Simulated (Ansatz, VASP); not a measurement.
**TaN in VASP and in Ansatz**

```
Ta N
1.0
     0.00000    2.17384    2.17384
     2.17384    0.00000    2.17384
     2.17384    2.17384    0.00000
Ta N
1 1
Direct
  0.49783 0.50434 0.50217
  0.02806 0.94388 0.97194
```

Change from the starting cell: mode 4 frozen in at -0.183 Å and mode 6 at -0.061 Å (largest displacements).

Alike in both runs: task single point; functional LDA; k mesh 18 × 18 × 18; occupations gaussian, width 0.15 eV; no spin polarisation.

|  | VASP | Ansatz |
| --- | --- | --- |
| version | VASP 6.6.1 | Ansatz 0.2.0 |
| potentials or method | VASP PAW LDA potentials, release 64 (Ta_pv, N), cutoff 520 eV | scalar-relativistic, plane waves, PAW |
| valence electrons in the cell | 16 | 18 |

Ansatz gave:

- gap on the k mesh at the Fermi level (eV): none
- pressure (GPa): 8.1
- traceless stress, the component that is largest in VASP (GPa): 13.65
- rms of the force components (eV/Å): 1.351

Question: What did VASP give for the same quantities?

Answer: gap on the k mesh at the Fermi level (eV): none; pressure (GPa): 10.5; traceless stress, the component that is largest in VASP (GPa): 13.95; rms of the force components (eV/Å): 1.377.

Ansatz warns that its potentials were made for another functional, while VASP's fit it. LDA's correlation is that of Perdew and Zunger in VASP and of Perdew and Wang (1992) in Ansatz. Atom by atom the forces differ by 0.026 eV/Å (rms over components). A gap of «none» marks a metal or a gap that the smearing closes. VASP's potentials hold 16 valence electrons a cell and Ansatz's 18, so a difference there can come from the potentials and not from the codes.

Neither program's run includes spin-orbit coupling.
